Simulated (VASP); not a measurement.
# CsSnI3 (P4/mmm) in VASP: notebook, part 2 of 2

VASP 6.6.1.

### Step 3. Single point, PBEsol (biaxial strain in the a-b plane: +2.0 %)

Input file INCAR:

```
PREC = Accurate ; ENCUT = 520
EDIFF = 1E-6 ; ISMEAR = 0
SIGMA = 0.01 ; LREAL = False
LASPH = True ; NELM = 60
ALGO = Normal ; ISIF = 2
LWAVE = False ; LCHARG = False
GGA = PS ; NBANDS = 30
```

Input file KPOINTS:

```
regular mesh
0
Gamma
  6 6 6
```

Input file POSCAR:

```
CsSnI3
1.0
    6.2567528112      0.0000000000      0.0000000000
    0.0000000000      6.2567528112      0.0000000000
    0.0000000000      0.0000000000      6.0604625269
Cs Sn I
1 1 3
Direct
    0.0000000000      0.0000000000      0.0000000000
    0.5000000000      0.5000000000      0.5000000000
    0.0000000000      0.5000000000      0.5000000000
    0.5000000000      0.0000000000      0.5000000000
    0.5000000000      0.5000000000      0.0000000000
```

Potentials or basis: VASP PAW PBE potentials, release 64 (Cs_sv, Sn_d, I).

Run with:

```
$ cat potpaw_PBE.64/Cs_sv/POTCAR potpaw_PBE.64/Sn_d/POTCAR potpaw_PBE.64/I/POTCAR > POTCAR
$ mpirun -np 1 vasp_std > vasp.out
```

OUTCAR:

```text
PREC = Accurate
   ENCUT = 520
   EDIFF = 1E-6
   ISMEAR = 0
   LREAL = False
   LASPH = True
   NELM = 60
   ISIF = 2
   GGA = PS

 ion  position               nearest neighbor table
   1  0.000  0.000  0.000-
   2  0.500  0.500  0.500-   5 3.03   5 3.03   3 3.13   4 3.13   4 3.13   3 3.13
   3  0.000  0.500  0.500-   2 3.13   2 3.13
   4  0.500  0.000  0.500-   2 3.13   2 3.13
   5  0.500  0.500  0.000-   2 3.03   2 3.03

  LATTYP: Found a simple tetragonal cell.
 ALAT       =     6.2567528112
 C/A-ratio  =     0.9686274510

  Lattice vectors:

 A1 = (   6.2567528112,   0.0000000000,   0.0000000000)
 A2 = (   0.0000000000,   6.2567528112,   0.0000000000)
 A3 = (   0.0000000000,   0.0000000000,   6.0604625269)

Analysis of symmetry for initial positions (statically):
=====================================================================
 Subroutine PRICEL returns:
 Original cell was already a primitive cell.

 Routine SETGRP: Setting up the symmetry group for a
 simple tetragonal supercell.

 Subroutine GETGRP returns: Found 16 space group operations
 (whereof 16 operations were pure point group operations)
 out of a pool of 16 trial point group operations.

The static configuration has the point symmetry D_4h.

Analysis of symmetry for dynamics (positions and initial velocities):
=====================================================================
 Subroutine PRICEL returns:
 Original cell was already a primitive cell.

 Routine SETGRP: Setting up the symmetry group for a
 simple tetragonal supercell.

 Subroutine GETGRP returns: Found 16 space group operations
 (whereof 16 operations were pure point group operations)
 out of a pool of 16 trial point group operations.

The dynamic configuration has the point symmetry D_4h.

 Subroutine INISYM returns: Found 16 space group operations
 (whereof 16 operations are pure point group operations),
 and found     1 'primitive' translations

----------------------------------------------------------------------------------------

                                     Primitive cell

  volume of cell :     237.2487

  direct lattice vectors                    reciprocal lattice vectors
     6.256752811  0.000000000  0.000000000     0.159827315  0.000000000  0.000000000
     0.000000000  6.256752811  0.000000000     0.000000000  0.159827315  0.000000000
     0.000000000  0.000000000  6.060462527     0.000000000  0.000000000  0.165003908

  length of vectors
     6.256752811  6.256752811  6.060462527     0.159827315  0.159827315  0.165003908

  position of ions in fractional coordinates (direct lattice)
     0.000000000  0.000000000  0.000000000
     0.500000000  0.500000000  0.500000000
     0.000000000  0.500000000  0.500000000
     0.500000000  0.000000000  0.500000000
     0.500000000  0.500000000  0.000000000

  ion indices of the primitive-cell ions
   primitive index   ion index
                 1           1
                 2           2
                 3           3
                 4           4
                 5           5

----------------------------------------------------------------------------------------

 KPOINTS: regular mesh

Automatic generation of k-mesh.
 Grid dimensions read from file:
 generate k-points for:    6    6    6

 Generating k-lattice:

  Cartesian coordinates                     Fractional coordinates (reciprocal lattice)
     0.026637886  0.000000000  0.000000000     0.166666667  0.000000000  0.000000000
     0.000000000  0.026637886  0.000000000     0.000000000  0.166666667  0.000000000
     0.000000000  0.000000000  0.027500651     0.000000000  0.000000000  0.166666667

  Length of vectors
     0.026637886  0.026637886  0.027500651

  Shift w.r.t. Gamma in fractional coordinates (k-lattice)
     0.000000000  0.000000000  0.000000000

 Subroutine IBZKPT returns following result:
 ===========================================

 Found     40 irreducible k-points:

 Following reciprocal coordinates:
            Coordinates               Weight
  0.000000  0.000000  0.000000      1.000000
  0.166667  0.000000  0.000000      4.000000
  0.333333  0.000000  0.000000      4.000000
  0.500000  0.000000  0.000000      2.000000
  0.166667  0.166667  0.000000      4.000000
  0.333333  0.166667  0.000000      8.000000
[... 16 lines left out ...]
  0.333333  0.000000  0.333333      8.000000
  0.500000  0.000000  0.333333      4.000000
 [... further k-points ...]
   k-points           NKPTS =     40   k-points in BZ     NKDIM =     40   number of bands    NBANDS=     30
   number of dos      NEDOS =    301   number of ions     NIONS =      5
   total plane-waves  NPLWV = 110592
   dimension x,y,z NGX =    48 NGY =   48 NGZ =   48
   dimension x,y,z NGXF=    96 NGYF=   96 NGZF=   96
   ions per type =               1   1   3
   NGX,Y,Z   is equivalent  to a cutoff of  12.75, 12.75, 13.17 a.u.
   NGXF,Y,Z  is equivalent  to a cutoff of  25.51, 25.51, 26.33 a.u.
 SYSTEM =  unknown system
   PREC   = accura    normal or accurate (medium, high low for compatibility)
   ISTART =      0    job   : 0-new  1-cont  2-samecut
   ICHARG =      2    charge: 1-file 2-atom 10-const
   ISPIN  =      1    spin polarized calculation?
   LNONCOLLINEAR =      F non collinear calculations
   LSORBIT =      F    spin-orbit coupling
   LASPH  =      T    aspherical Exc in radial PAW
   ENCUT  =  520.0 eV  38.22 Ry    6.18 a.u.  11.63 11.63 11.27*2*pi/ulx,y,z
   NELM   =     60;   NELMIN=  2; NELMDL= -5     # of ELM steps
   EDIFF  = 0.1E-05   stopping-criterion for ELM
   LREAL  =      F    real-space projection
   EDIFFG = 0.1E-04   stopping-criterion for IOM
   NSW    =      0    number of steps for IOM
   IBRION =     -1    ionic relax: 0-MD 1-quasi-New 2-CG
   NFREE  =      0    steps in history (QN), initial steepest desc. (CG)
   ISIF   =      2    stress and relaxation
   ISYM   =      2    0-nonsym 1-usesym 2-fastsym
   POTIM  = 0.5000    time-step for ionic-motion
   TEBEG  =    0.0;   TEEND  =   0.0 temperature during run
   PSTRESS=    0.0 pullay stress
   NELECT =      44.0000    total number of electrons
   NUPDOWN=      -1.0000    fix difference up-down
   EMIN   =  10.00;   EMAX   =-10.00  energy-range for DOS
   EFERMI =   0.00;   METHOD = LEGACY
   ISMEAR =     0;   SIGMA  =   0.01  broadening in eV -4-tet -1-fermi 0-gaus
   EFERMI_NEDOS =   21; number of points for ismear=-14 and -15
   IALGO  =     38    algorithm
   IMIX   =      4    mixing-type and parameters
     AMIX     =   0.40;   BMIX     =  1.00
     AMIX_MAG =   1.60;   BMIX_MAG =  1.00
  volume/ion in A,a.u.               =      47.45       320.21
  Fermi-wavevector in a.u.,A,eV,Ry     =   0.933593  1.764236 11.858794  0.871597
  Thomas-Fermi vector in A             =   2.060311
   LORBIT       =      0    0 simple, 1 ext, 2 COOP (PROOUT), +10 PAW based schemes
   GGA     = PS    functional components
   LHFCALC =     F    Hartree Fock is set to
   AEXX    =    0.0000 exact exchange contribution
   IVDW    =     0    specifies the selected vdW correction
   LEPSILON=     F    determine dielectric tensor
   LRPA    =     F    only Hartree local field effects (RPA)
 non-spin polarized calculation
 Gauss-broadening in eV      SIGMA  =   0.01
  energy-cutoff  :      520.00
  volume of cell :      237.25
 maximum number of plane-waves:      6422
 NGX is ok and might be reduce to    48
   NGX = 23   NGY = 23   NGZ = 23

 number of electron      43.9999993 magnetization

 Free energy of the ion-electron system (eV)
  ---------------------------------------------------
  ext. energy  EPLUGINS =         0.00000000
  ---------------------------------------------------
  free energy    TOTEN  =       -15.05258885 eV

  energy without entropy =      -15.05258885  energy(sigma->0) =      -15.05258885

 E-fermi :   2.9594     XC(G=0):  -7.7193

 val. band max:        2.8865051722   @ k =   0.5000   0.5000   0.5000
 cond. band min:       3.0225522745   @ k =   0.5000   0.5000   0.5000
 fundamental gap:      0.1360471023
 Fermi energy:         2.9593577983

 k-point     1 :       0.0000    0.0000    0.0000
  band No.  band energies     occupation
      1     -19.4391      2.00000
      2     -19.1617      2.00000
      3     -19.1608      2.00000
      4     -19.1422      2.00000
      5     -19.1359      2.00000
      6     -19.1359      2.00000
[... 781 lines left out ...]
     29       7.5085      0.00000
     30       7.7308      0.00000

 [... further k-points ...]
[... 5 lines left out ...]
  --------------------------------------------------------------------------------------
  -------------------------------------------------------------------------------------
  Total       -1.1921178     -1.1921178      0.5913894      0.0000000      0.0000000      0.0000000
  in kB       -8.0505583     -8.0505583      3.9937449      0.0000000      0.0000000      0.0000000
  external PRESSURE =      -4.0357906 kB  Pullay stress =       0.0000000 kB

 VOLUME and BASIS-vectors are now :
 -----------------------------------------------------------------------------
  energy-cutoff  :      520.00
  volume of cell :      237.25
      direct lattice vectors                 reciprocal lattice vectors
     6.256752811  0.000000000  0.000000000     0.159827315  0.000000000  0.000000000
     0.000000000  6.256752811  0.000000000     0.000000000  0.159827315  0.000000000
     0.000000000  0.000000000  6.060462527     0.000000000  0.000000000  0.165003908

 POSITION                                       TOTAL-FORCE (eV/Angst)
 -----------------------------------------------------------------------------------
      0.00000      0.00000      0.00000         0.000000      0.000000      0.000000
      3.12838      3.12838      3.03023         0.000000      0.000000      0.000000
      0.00000      3.12838      3.03023         0.000000      0.000000      0.000000
      3.12838      0.00000      3.03023         0.000000      0.000000      0.000000
      3.12838      3.12838      0.00000         0.000000      0.000000      0.000000
 -----------------------------------------------------------------------------------
    total drift:                                0.000000     -0.000000     -0.000000

  FREE ENERGIE OF THE ION-ELECTRON SYSTEM (eV)
  ---------------------------------------------------
  free  energy   TOTEN  =       -15.0525888544 eV

  energy  without entropy=      -15.0525888544  energy(sigma->0) =      -15.05258885
```

Run time: 2.4 min. Hardware: 1 thread of Intel Xeon Platinum 8488C (Sapphire Rapids), shared host; peak memory 0.49 GiB.

Results:

```yaml
Free_energy: -15.0526 eV
Pressure: -0.4 GPa
Band_gap_on_the_k_mesh: 0.14 eV
```

Caveat: the cell differs from its parent crystal (biaxial strain in the a-b plane: +2.0 %); semilocal functionals underestimate gaps, and a narrow one can read as zero; the PAW data sets were made with another functional, which shifts forces and pressure a little; spin-orbit coupling is left out, which moves the levels of the heavy elements. A k mesh can miss the band edges.
